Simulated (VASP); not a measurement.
# W (Fm-3m) in VASP: further runs

Runs on W. Level: PBEsol. Tasks: vibrations by perturbation theory, elastic constants.

Everything below comes from runs of VASP 6.6.1. Logs are shortened: lines on timing, memory, paths and dates and some standing lists are left out, and cuts for length are marked.

## (1) The cell of the first run

It takes space group Fm-3m (No. 225, cubic). Conventional cell: a = 4.026 Å, b = 4.026 Å, c = 4.026 Å, α = 90.00°, β = 90.00°, γ = 90.00°. W (site symmetry m-3m) has 12 W at 2.85 Å within 3.8 Å.

## (2) Vibrations by perturbation theory, PBEsol (phonons at volume x 1.02)

Input file INCAR:

```
PREC     = Accurate       # precision mode
ENCUT    = 520            # plane-wave cutoff, eV
EDIFF    = 1E-8           # SCF threshold, eV
ISMEAR   = -1             # smearing method
SIGMA    = 0.15           # smearing width, eV
LREAL    = False          # projectors in reciprocal space
LASPH    = True           # aspherical terms in the spheres
NELM     = 60             # most SCF steps
ALGO     = Normal         # electronic algorithm
ISIF     = 2              # what is computed and relaxed
LWAVE    = False          # write WAVECAR
LCHARG   = True           # write CHGCAR
GGA      = PS             # functional
NBANDS   = 13             # bands
IBRION   = 8              # ionic algorithm
NSW      = 1              # ionic steps
```

Input file KPOINTS:

```
regular mesh
0
Gamma
  20 20 20
```

Input file POSCAR:

```
W
1.0
    0.0000000000      2.0132054313      2.0132054313
    2.0132054313      0.0000000000      2.0132054313
    2.0132054313      2.0132054313      0.0000000000
W
1
Direct
    0.0000000000      0.0000000000      0.0000000000
```

Potentials or basis: VASP PAW PBE potentials, release 64 (W_sv).

Run with:

```
$ cat potpaw_PBE.64/W_sv/POTCAR > POTCAR
$ mpirun -np 1 vasp_std > vasp.out
```

OUTCAR:

```text
PREC = Accurate
   ENCUT = 520
   EDIFF = 1E-8
   ISMEAR = -1
   LREAL = False
   LASPH = True
   NELM = 60
   ISIF = 2
   GGA = PS
   IBRION = 8
   NSW = 1

 ion  position               nearest neighbor table
   1  0.000  0.000  0.000-

  LATTYP: Found a face centered cubic cell.
 ALAT       =     4.0264108626

  Lattice vectors:

 A1 = (   0.0000000000,   2.0132054313,   2.0132054313)
 A2 = (   2.0132054313,   0.0000000000,   2.0132054313)
 A3 = (   2.0132054313,   2.0132054313,   0.0000000000)

Analysis of symmetry for initial positions (statically):
=====================================================================
 Subroutine PRICEL returns:
 Original cell was already a primitive cell.

 Routine SETGRP: Setting up the symmetry group for a
 face centered cubic supercell.

 Subroutine GETGRP returns: Found 48 space group operations
 (whereof 48 operations were pure point group operations)
 out of a pool of 48 trial point group operations.

The static configuration has the point symmetry O_h .

Analysis of symmetry for dynamics (positions and initial velocities):
=====================================================================
 Subroutine PRICEL returns:
 Original cell was already a primitive cell.

 Routine SETGRP: Setting up the symmetry group for a
 face centered cubic supercell.

 Subroutine GETGRP returns: Found 48 space group operations
 (whereof 48 operations were pure point group operations)
 out of a pool of 48 trial point group operations.

The dynamic configuration has the point symmetry O_h .

 Subroutine INISYM returns: Found 48 space group operations
 (whereof 48 operations are pure point group operations),
 and found     1 'primitive' translations

----------------------------------------------------------------------------------------

                                     Primitive cell

  volume of cell :      16.3190

  direct lattice vectors                    reciprocal lattice vectors
     0.000000000  2.013205431  2.013205431    -0.248360149  0.248360149  0.248360149
     2.013205431  0.000000000  2.013205431     0.248360149 -0.248360149  0.248360149
     2.013205431  2.013205431  0.000000000     0.248360149  0.248360149 -0.248360149

  length of vectors
     2.847102425  2.847102425  2.847102425     0.430172396  0.430172396  0.430172396

  position of ions in fractional coordinates (direct lattice)
     0.000000000  0.000000000  0.000000000

  ion indices of the primitive-cell ions
   primitive index   ion index
                 1           1

----------------------------------------------------------------------------------------

 KPOINTS: regular mesh

Automatic generation of k-mesh.
 Grid dimensions read from file:
 generate k-points for:   20   20   20

 Generating k-lattice:

  Cartesian coordinates                     Fractional coordinates (reciprocal lattice)
    -0.012418007  0.012418007  0.012418007     0.050000000  0.000000000  0.000000000
     0.012418007 -0.012418007  0.012418007     0.000000000  0.050000000  0.000000000
     0.012418007  0.012418007 -0.012418007     0.000000000  0.000000000  0.050000000

  Length of vectors
     0.021508620  0.021508620  0.021508620

  Shift w.r.t. Gamma in fractional coordinates (k-lattice)
     0.000000000  0.000000000  0.000000000

 Subroutine IBZKPT returns following result:
 ===========================================

 Found    256 irreducible k-points:

 Following reciprocal coordinates:
            Coordinates               Weight
  0.000000  0.000000  0.000000      1.000000
[... 57 lines left out ...]
   ISMEAR =    -1;   SIGMA  =   0.15  broadening in eV -4-tet -1-fermi 0-gaus
   EFERMI_NEDOS =   21; number of points for ismear=-14 and -15
   IALGO  =     38    algorithm
   IMIX   =      4    mixing-type and parameters
     AMIX     =   0.40;   BMIX     =  1.00
     AMIX_MAG =   1.60;   BMIX_MAG =  1.00
  volume/ion in A,a.u.               =      16.32       110.13
  Fermi-wavevector in a.u.,A,eV,Ry     =   1.555558  2.939578 32.922824  2.419759
  Thomas-Fermi vector in A             =   2.659481
   LORBIT       =      0    0 simple, 1 ext, 2 COOP (PROOUT), +10 PAW based schemes
   GGA     = PS    functional components
   LHFCALC =     F    Hartree Fock is set to
   AEXX    =    0.0000 exact exchange contribution
   IVDW    =     0    specifies the selected vdW correction
   LEPSILON=     F    determine dielectric tensor
   LRPA    =     F    only Hartree local field effects (RPA)
 non-spin polarized calculation
  energy-cutoff  :      520.00
  volume of cell :       16.32
 maximum number of plane-waves:       459
 NGX is ok and might be reduce to    24
   NGX = 11   NGY = 11   NGZ = 11

--------------------------------------- Ionic step        1  -------------------------------------------

 number of electron      14.0000001 magnetization

 Free energy of the ion-electron system (eV)
  ---------------------------------------------------
  ext. energy  EPLUGINS =         0.00000000
  ---------------------------------------------------
  free energy    TOTEN  =       -13.34855957 eV

  energy without entropy =      -13.26169503  energy(sigma->0) =      -13.30512730

 E-fermi :  10.4169     XC(G=0): -13.5875

 val. band max:       10.4146858273   @ k =   0.5000   0.3500   0.0500
 cond. band min:      10.4269581264   @ k =   0.5000   0.1500   0.0000
 fundamental gap:      0.0122722991
 Fermi energy:        10.4168592734

 k-point     1 :       0.0000    0.0000    0.0000
  band No.  band energies     occupation
      1     -63.2211      2.00000
      2     -26.8405      2.00000
      3     -26.8405      2.00000
      4     -26.8405      2.00000
      5       1.3599      2.00000
      6       9.8279      1.96134
      7       9.8279      1.96134
      8       9.8279      1.96134
      9      12.9701      0.00000
     10      12.9701      0.00000
     11      23.2293      0.00000
     12      28.4384      0.00000
     13      28.4384      0.00000
[... 354 lines left out ...]
  band No.  band energies     occupation
      1     -63.1284      2.00000
      2     -27.8252      2.00000
      3     -27.0048      2.00000
      4     -26.9650      2.00000
      5       4.6946      2.00000
      6       9.5450      1.99404
      7       9.7860      1.97062
      8       9.9123      1.93309
      9      14.0726      0.00000
     10      14.9584      0.00000
     11      21.9325      0.00000
     12      25.0973      0.00000
     13      30.4950      0.00000

 [... further k-points ...]
[... 5 lines left out ...]
  --------------------------------------------------------------------------------------
  -------------------------------------------------------------------------------------
  Total       -0.5211969     -0.5211969     -0.5211969      0.0000000     -0.0000000      0.0000000
  in kB      -51.1703215    -51.1703215    -51.1703215      0.0000000     -0.0000000      0.0000000
  external PRESSURE =     -51.1703215 kB  Pullay stress =       0.0000000 kB

 VOLUME and BASIS-vectors are now :
 -----------------------------------------------------------------------------
  energy-cutoff  :      520.00
  volume of cell :       16.32
      direct lattice vectors                 reciprocal lattice vectors
     0.000000000  2.013205431  2.013205431    -0.248360149  0.248360149  0.248360149
     2.013205431  0.000000000  2.013205431     0.248360149 -0.248360149  0.248360149
     2.013205431  2.013205431  0.000000000     0.248360149  0.248360149 -0.248360149

 POSITION                                       TOTAL-FORCE (eV/Angst)
 -----------------------------------------------------------------------------------
      0.00000      0.00000      0.00000         0.000000      0.000000      0.000000
 -----------------------------------------------------------------------------------
    total drift:                               -0.000000      0.000000      0.000000

  FREE ENERGIE OF THE ION-ELECTRON SYSTEM (eV)
  ---------------------------------------------------
  free  energy   TOTEN  =       -13.3485595701 eV

  energy  without entropy=      -13.2616950342  energy(sigma->0) =      -13.30512730

[... ionic steps 2 to 3 ...]

--------------------------------------- Ionic step        4  -------------------------------------------

 Free energy of the ion-electron system (eV)
  ---------------------------------------------------
  ---------------------------------------------------
  free energy    TOTEN  =        -0.27528929 eV

  energy without entropy =       -0.27528929

------------------------ aborting loop because EDIFF is reached ----------------------------------------

 INTERNAL STRAIN TENSOR  FOR ION    1  DIRECTION 1   (eV/Angst):
 -----------------------------------------------------------------------------
     0.00040  0.00000  0.00000
     0.00000  0.01716  0.00000
    -0.00000  0.00000  0.01716

 INTERNAL STRAIN TENSOR FOR ION    1 for displacements in x,y,z  (eV/Angst):
          X           Y           Z          XY          YZ          ZX
  --------------------------------------------------------------------------------
  x     0.00000     0.00000     0.00000     0.00000     0.00000     0.00000
  y     0.00000     0.00000     0.00000     0.00000     0.00000     0.00000
  z     0.00000     0.00000     0.00000     0.00000     0.00000     0.00000

 SECOND DERIVATIVES (NOT SYMMETRIZED)
 ------------------------------------
               1X          1Y          1Z
  1X    -0.005689    0.000000    0.000000
  1Y     0.000000   -0.005689    0.000000
  1Z     0.000000    0.000000   -0.005689

 Eigenvectors and eigenvalues of the dynamical matrix
 ----------------------------------------------------

   1 f  =    0.086967 THz     0.546431 2PiTHz    2.900915 cm-1     0.359667 meV
             X         Y         Z           dx          dy          dz
      0.000000  0.000000  0.000000     1.000000    0.000000    0.000000

   2 f  =    0.086967 THz     0.546431 2PiTHz    2.900915 cm-1     0.359667 meV
             X         Y         Z           dx          dy          dz
      0.000000  0.000000  0.000000     0.000000    1.000000    0.000000

   3 f  =    0.086967 THz     0.546431 2PiTHz    2.900915 cm-1     0.359667 meV
             X         Y         Z           dx          dy          dz
      0.000000  0.000000  0.000000     0.000000    0.000000    1.000000

--------------------------------------------------------------------------------------------------------

 ELASTIC MODULI CONTR FROM IONIC RELAXATION (kBar)
 Direction    XX          YY          ZZ          XY          YZ          ZX
 --------------------------------------------------------------------------------
 XX           0.0000      0.0000      0.0000      0.0000      0.0000      0.0000
 YY           0.0000      0.0000      0.0000      0.0000      0.0000      0.0000
 ZZ           0.0000      0.0000      0.0000      0.0000      0.0000      0.0000
 XY           0.0000      0.0000      0.0000      0.0000      0.0000      0.0000
 YZ           0.0000      0.0000      0.0000      0.0000      0.0000      0.0000
 ZX           0.0000      0.0000      0.0000      0.0000      0.0000      0.0000
 --------------------------------------------------------------------------------
```

Run time: 3.5 min. Hardware: 1 thread of Intel Xeon Platinum 8259CL at 2.50GHz (Skylake/Cascade Lake), shared host; peak memory 0.38 GiB.

Caveat: the cell differs from its parent crystal (phonons at volume x 1.02); the cell wasn't relaxed at this level first, which shifts response properties; the PAW data sets were made with another functional, which shifts forces and pressure a little; spin-orbit coupling is left out, which moves the levels of the heavy elements.

(Part 1 of 2 ends here.)
